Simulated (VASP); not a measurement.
Wanted: the native input for a VASP 6.6.1 run.

```
Task                   : single point
Functional             : r2SCAN
Potentials or basis    : VASP PAW PBE potentials, release 64 (Li_sv, O)
Cutoff                 : 830 eV
k mesh                 : 8 × 8 × 8
Occupations            : gaussian, width 0.01 eV
Spin                   : no spin polarisation
Dipole correction      : no
Further INCAR settings : ALGO = Normal; EDIFF = 1e-06; NBANDS = 13
```

Li2O:

```
CELL_PARAMETERS angstrom
2.18714 2.18714 0.00000
-2.18714 2.18714 0.00000
0.00000 2.18714 2.18714
ATOMIC_POSITIONS crystal
Li 0.25000 0.75000 0.50000
Li 0.75000 0.25000 0.50000
O 0.00000 0.00000 0.00000
```

These files were run (other wordings do the same):

POSCAR

```
Li2O
1.0
    2.1871406701      2.1871406701      0.0000000000
   -2.1871406701      2.1871406701      0.0000000000
    0.0000000000      2.1871406701      2.1871406701
Li O
2 1
Direct
    0.2500000000      0.7500000000      0.5000000000
    0.7500000000      0.2500000000      0.5000000000
    0.0000000000      0.0000000000      0.0000000000
```

INCAR.step1

```
ALGO = Normal ; EDIFF = 1E-5
ENCUT = 830 ; GGA = PE
GGA_COMPAT = False ; ISMEAR = 0
LASPH = True ; LCHARG = False
LREAL = False ; LWAVE = True
NBANDS = 13 ; NELM = 120
PREC = Accurate ; SIGMA = 0.01
```

INCAR.step2

```
ALGO = Normal ; EDIFF = 1E-6
ENCUT = 830 ; GGA_COMPAT = False
ISIF = 2 ; ISMEAR = 0
ISTART = 1 ; LASPH = True
LCHARG = False ; LMIXTAU = True
LREAL = False ; LWAVE = False
METAGGA = R2SCAN ; NBANDS = 13
NELM = 120 ; PREC = Accurate
SIGMA = 0.01
```

KPOINTS

```
k-points
0
Gamma
  8 8 8
```

Potentials or basis: VASP PAW PBE potentials, release 64 (Li_sv, O).

Command:

```sh
$ cat potpaw_PBE.64/Li_sv/POTCAR potpaw_PBE.64/O/POTCAR > POTCAR
$ cp INCAR.step1 INCAR
$ mpirun -np 1 vasp_std > vasp.out
$ cp INCAR.step2 INCAR
$ mpirun -np 1 vasp_std > vasp.out
```

It gave:

| Quantity | Value |
| --- | --- |
| Pressure | 16.5 GPa |
| Band gap on the k mesh | 6.00 eV (least direct gap 7.56 eV) |

Caveat: the cell stands under pressure; the PAW data sets were made with another functional, which shifts forces and pressure a little.

Wall time 3.3 min on 1 thread of Intel Xeon 8259CL, on a shared host, peak memory 0.17 GiB.
